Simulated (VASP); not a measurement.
# V: single point with PBE

Crystal: V.

```
V
1.0
     1.37944    0.79642    4.23935
    -1.37944    0.79642    4.23935
     0.00000   -1.59284    4.23935
V
2
Direct
  0.08726 0.08726 0.08726
  0.91274 0.91274 0.91274
```

```
Program             : VASP 6.6.1
Task                : single point
Functional          : PBE
Potentials or basis : VASP PAW PBE potentials, release 64 (V_sv)
Cutoff              : 520 eV
k mesh              : 6 × 6 × 6
Occupations         : gaussian, width 0.1 eV
Spin                : no spin polarisation
```

The pressure is 0.5 GPa, the largest force is 0.069 eV/Å and the band gap on the k mesh is zero (bands 13 and 14 overlap by 0.10 eV).

Forces on the atoms (eV/Å):
```
V    0.000  0.000  0.069
V    0.000  0.000 -0.069
```

Stress tensor (GPa, compression positive):
```
0.23 0.00 0.00
0.00 0.23 0.00
0.00 0.00 0.97
```

Levels at points of the mesh, in eV from the Fermi level:
```tsv
k point	band 9	band 10	band 11	band 12	band 13	band 14	band 15	band 16	band 17	band 18
(0.00, 0.00, 0.00)	-6.86	-2.57	-1.05	0.04	0.04	0.16	0.16	1.43	1.62	1.62
(0.50, 0.00, 0.00)	-3.48	-3.34	-2.08	-0.78	-0.25	1.02	1.09	2.02	2.65	3.05
(0.50, 0.50, 0.00)	-3.30	-2.77	-2.25	-1.54	-0.63	0.57	1.39	2.79	2.85	3.48
(0.50, 0.50, 0.50)	-4.90	-4.68	-1.68	-0.20	-0.20	-0.05	-0.05	1.24	1.24	1.43
```

Run time: 17 s on 1 thread of Intel(R) Xeon(R) 6975P-C (Granite Rapids), on a shared host, peak memory 0.19 GiB.

Caveat: the k points lie up to 0.45 Å⁻¹ apart.
